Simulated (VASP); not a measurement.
A run of VASP 6.6.1 is set up as follows.

INCAR

```
SYSTEM = Nb
PREC = Accurate
ENCUT = 520
EDIFF = 1E-6
ISMEAR = 0
SIGMA = 0.1
LREAL = .False.
LASPH = .True.
NELM = 80
ALGO = Normal
ISIF = 2
LWAVE = .False.
LCHARG = .False.
GGA = PS
NBANDS = 12
```

KPOINTS

```
regular mesh
0
Gamma
  18 18 18
  0 0 0
```

The input POSCAR:

```
Nb
1.0
   -1.6362222516      1.6362222516      1.6362222516
    1.6362222516     -1.6362222516      1.6362222516
    1.6362222516      1.6362222516     -1.6362222516
Nb
1
Direct
    0.0000000000      0.0000000000      0.0000000000
```

Potentials or basis: VASP PAW PBE potentials, release 64 (Nb_sv).

Run with:

```console
$ cat potpaw_PBE.64/Nb_sv/POTCAR > POTCAR
$ mpirun -np 1 vasp_std > vasp.out
```

Task: Predict the band gap on the k mesh.

Result: Zero (an odd number of electrons rules out a gap without spin polarisation).

Task: Estimate the pressure.

Result: -0.3 GPa.

Caveat: the PAW data sets were made with another functional, which shifts forces and pressure a little.
